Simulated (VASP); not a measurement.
Input of a VASP 6.6.1 run:

INCAR

```
SYSTEM = HfO2
PREC = Accurate
ENCUT = 520
EDIFF = 1E-8
ISMEAR = -1
SIGMA = 0.01
LREAL = .False.
LASPH = .True.
NELM = 100
ALGO = Normal
ISIF = 2
LWAVE = .False.
LCHARG = .False.
LEFG = .True.
NBANDS = 18
```

Contents of KPOINTS:

```
Automatic mesh
0
Gamma
  9 9 9
  0 0 0
```

File POSCAR:

```
HfO2
1.0
    0.0000000000      2.5575000000      2.5575000000
    2.5575000000      0.0000000000      2.5575000000
    2.5575000000      2.5575000000      0.0000000000
Hf O
1 2
Direct
    0.0000000000      0.0000000000      0.0000000000
    0.2500000000      0.2500000000      0.2500000000
    0.7500000000      0.7500000000      0.7500000000
```

Potentials or basis: VASP PAW LDA potentials, release 64 (Hf_pv, O).

Command:

```console
$ cat potpaw_LDA.64/Hf_pv/POTCAR potpaw_LDA.64/O/POTCAR > POTCAR
$ mpirun -np 1 vasp_std > vasp.out
```

Question: Predict the pressure.

Answer: -19.3 GPa.

Question: What does it give for the band gap on the k mesh?

Answer: 3.63 eV, indirect (least direct gap 3.75 eV).

Caveat: without QUAD_EFG the Cq values of the log hold for a quadrupole moment of 1 mb, not for the nuclei; spin-orbit coupling is left out, which moves the levels of the heavy elements. A hybrid or GW would open this gap; LDA tends to underestimate it.
